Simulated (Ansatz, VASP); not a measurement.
Two plane-wave programs on Pd3PbC

Contents of INCAR:

```
ALGO = Normal ; EDIFF = 1E-6
EDIFFG = -0.03 ; ENCUT = 600
GGA = PE ; IBRION = 2
ISIF = 3 ; ISMEAR = 1
IVDW = 12 ; LASPH = T
LCHARG = F ; LREAL = F
LWAVE = F ; NELM = 80
NSW = 80 ; PREC = Accurate
SIGMA = 0.1
```

File KPOINTS:

```
k-points
0
Gamma
  6 6 6
```

POSCAR

```
Pd3PbC
1.0
    4.2989450000      0.0000000000      0.0000000000
    0.0000000000      4.2989450000      0.0000000000
    0.0000000000      0.0000000000      4.2989450000
Pd Pb C
3 1 1
Direct
    0.0000000000      0.5000000000      0.5000000000
    0.5000000000      0.5000000000      0.0000000000
    0.5000000000      0.0000000000      0.5000000000
    0.0000000000      0.0000000000      0.0000000000
    0.5000000000      0.5000000000      0.5000000000
```

Input for Ansatz:

```yaml
crystal:
  lattice:
    - [4.298945, 0.0, 0.0]
    - [0.0, 4.298945, 0.0]
    - [0.0, 0.0, 4.298945]
  atoms:
    - { symbol: Pd, position: [0.0, 0.5, 0.5] }
    - { symbol: Pd, position: [0.5, 0.5, 0.0] }
    - { symbol: Pd, position: [0.5, 0.0, 0.5] }
    - { symbol: Pb, position: [0.0, 0.0, 0.0] }
    - { symbol: C, position: [0.5, 0.5, 0.5] }
basis:
  ecutwfc: 470.0
kpoints:
  mp_grid:
    grid: [6, 6, 6]
    shift: [0.0, 0.0, 0.0]
hamiltonian:
  xc: pbe
  dispersion: d3bj
scf:
  occupations:
    method: methfessel_paxton
    width: 0.1
relax:
  f_tol: 0.03
  cell: {}
```

Alike in both runs: task relaxation of cell and atoms; functional PBE; dispersion D3(BJ); k mesh 6 × 6 × 6; occupations methfessel-paxton of order 1, width 0.1 eV; no spin polarisation.

```csv
,VASP,Ansatz
version,VASP 6.6.1,Ansatz 0.2.0
potentials or method,"VASP PAW PBE potentials, release 64 (Pd, Pb_d, C), cutoff 600 eV","plane waves, PAW"
valence electrons in the cell,48,72
```

|  | VASP | Ansatz | Ansatz less VASP |
| --- | --- | --- | --- |
| relaxed volume (Å³/atom) | 15.20 | 15.20 | -0.004 |
| relaxed cell length with the largest relative difference (Å) | 4.236 | 4.236 | -0.0004 |

VASP's potentials hold 48 valence electrons a cell and Ansatz's 72, so a difference there can come from the potentials and not from the codes.

Neither program's run includes spin-orbit coupling.
